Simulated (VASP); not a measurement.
Here is a VASP 6.6.1 calculation.

INCAR

```
SYSTEM = PbSe
  ALGO = Normal
  EDIFF = 1E-7
  ENCUT = 520
  GGA = PE
  ISIF = 2
  ISMEAR = -1
  LASPH = .TRUE.
  LCHARG = .FALSE.
  LREAL = .FALSE.
  LWAVE = .FALSE.
  NBANDS = 17
  NELM = 60
  PREC = Accurate
  SIGMA = 0.01
```

KPOINTS

```
k-points
0
G
  9 9 9
  0 0 0
```

Contents of POSCAR:

```
PbSe
1.0
    0.0000000000      3.0621500000      2.9702855000
    3.0621500000      0.0000000000      2.9702855000
    3.0621500000      3.0621500000      0.0000000000
Pb Se
1 1
Direct
    0.0000000000      0.0000000000      0.0000000000
    0.5000000000      0.5000000000      0.5000000000
```

Potentials or basis: VASP PAW PBE potentials, release 64 (Pb_d, Se).

Command:

```sh
$ cat potpaw_PBE.64/Pb_d/POTCAR potpaw_PBE.64/Se/POTCAR > POTCAR
$ mpirun -np 1 vasp_std > vasp.out
```

(1) Estimate the band gap on the k mesh.

(2) Predict the pressure.

Answers

(1) 0.64 eV, direct.

(2) 4.3 GPa.

Caveat: the cell differs from its parent crystal (zz strain of -3 %); spin-orbit coupling is left out, which moves the levels of the heavy elements.
